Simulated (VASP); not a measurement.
Wanted: the native input for a VASP 6.6.1 run.

```yaml
Task: single point
Functional: PBEsol
Potentials_or_basis: VASP PAW PBE potentials, release 64 (Mo_sv, S)
Cutoff: 520 eV
k_mesh: 18 × 18 × 10
Occupations: gaussian, width 0.15 eV
Spin: no spin polarisation
Dipole_correction: no
Further_INCAR_settings: ALGO = Normal; EDIFF = 1e-06; NBANDS = 20
```

The structure of MoS2 lies in POSCAR:

```
MoS2
1.0
    3.1411847469      0.0000000000      0.0000000000
   -1.5705923735      2.7203457888      0.0000000000
    0.0000000000      0.0000000000      6.1247114470
Mo S
1 2
Direct
    0.0000000000      0.0000000000      0.5000000000
    0.3333333333      0.6666666667      0.2410625189
    0.6666666667      0.3333333333      0.7589374811
```

One way to write it, as run:

INCAR

```
SYSTEM = MoS2
PREC = Accurate ; ENCUT = 520
EDIFF = 1E-6 ; ISMEAR = 0
SIGMA = 0.15 ; LREAL = .False.
LASPH = .True. ; NELM = 80
ALGO = Normal ; ISIF = 2
LWAVE = .False. ; LCHARG = .False.
GGA = PS ; NBANDS = 20
```

KPOINTS

```
Automatic mesh
0
Gamma
  18 18 10
  0 0 0
```

Potentials or basis: VASP PAW PBE potentials, release 64 (Mo_sv, S).

Run with:

```console
$ cat potpaw_PBE.64/Mo_sv/POTCAR potpaw_PBE.64/S/POTCAR > POTCAR
$ mpirun -np 1 vasp_std > vasp.out
```

Results of the run:

```yaml
Pressure: 0.1 GPa
Largest_force: 0.005 eV/Å
Band_gap_on_the_k_mesh: zero (bands 13 and 14 overlap by 1.03 eV)
```

Caveat: the PAW data sets were made with another functional, which shifts forces and pressure a little; this functional lacks dispersion, which binds layers or chains, so the pressure and a relaxed spacing across them are unreliable.

Wall time 6.2 min on 1 thread of Intel Xeon 8259CL, on a shared host, peak memory 0.41 GiB.
